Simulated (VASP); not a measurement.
C: single point with r2SCAN

C:

```
C
1.0
     0.00000    2.12526    3.45968
     1.22709    0.00000    3.45968
     1.22709    2.12526    0.00000
C
2
Cartesian
  1.2271 0.7086 3.4597
  1.2271 3.5419 3.4597
```

```yaml
Program: VASP 6.6.1
Task: single point
Functional: r2SCAN
Potentials_or_basis: VASP PAW PBE potentials, release 64 (C)
Cutoff: 520 eV
k_mesh: 14 × 14 × 14
Occupations: gaussian, width 0.02 eV
Spin: no spin polarisation
Dipole_correction: no
Further_INCAR_settings: ALGO = Normal; EDIFF = 1e-06; NBANDS = 11
```

The pressure is 1.4 GPa.

Stress tensor (GPa, compression positive):
```
1.81 0.00 0.00
0.00 1.82 0.00
0.00 0.00 0.66
```

Wall time 8.5 min on 1 thread of AMD EPYC 7R43 64-Core Processor (Zen 3) (shared host), peak memory 0.15 GiB.

Caveat: the PAW data sets were made with another functional, which shifts forces and pressure a little.
